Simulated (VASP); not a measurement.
BaTiO3:

```
Ba Ti O
1.0
     3.99980    0.00000    0.00000
     0.00000    3.99980    0.00000
     0.00000    0.00000    4.01800
Ba Ti O
1 1 3
Direct
  0.00000 0.00000 0.00000
  0.50000 0.50000 0.49000
  0.50000 0.50000 0.01900
  0.50000 0.00000 0.51700
  0.00000 0.50000 0.51700
```

Base run:

| Property | Result |
| --- | --- |
| Program | VASP 6.6.1 |
| Functional | PBE |
| Potentials or basis | VASP PAW PBE potentials, release 64 (Ba_sv, Ti_sv, O) |
| Cutoff | 520 eV |
| k mesh | 4 × 4 × 4 |
| Occupations | gaussian, width 0.01 eV |
| Spin | no spin polarisation |
| Hubbard terms | Ti d U = 2.0 eV |

Its results: band gap on the k mesh 1.99 eV (least direct gap 2.29 eV); pressure 5.8 GPa; largest force 0.104 eV/Å.

Problem. The run is repeated on the same cell with these changes: hubbard terms from Ti d U = 2.0 eV to none. What comes out?

Solution. Band gap on the k mesh 1.76 eV (least direct gap 2.05 eV); pressure 4.2 GPa; largest force 0.305 eV/Å.

The U term pushes filled and empty states of the shell apart.

Caveats: the cell stands under pressure; spin-orbit coupling is left out, which moves the levels of the heavy elements.

A k mesh can miss the band edges.
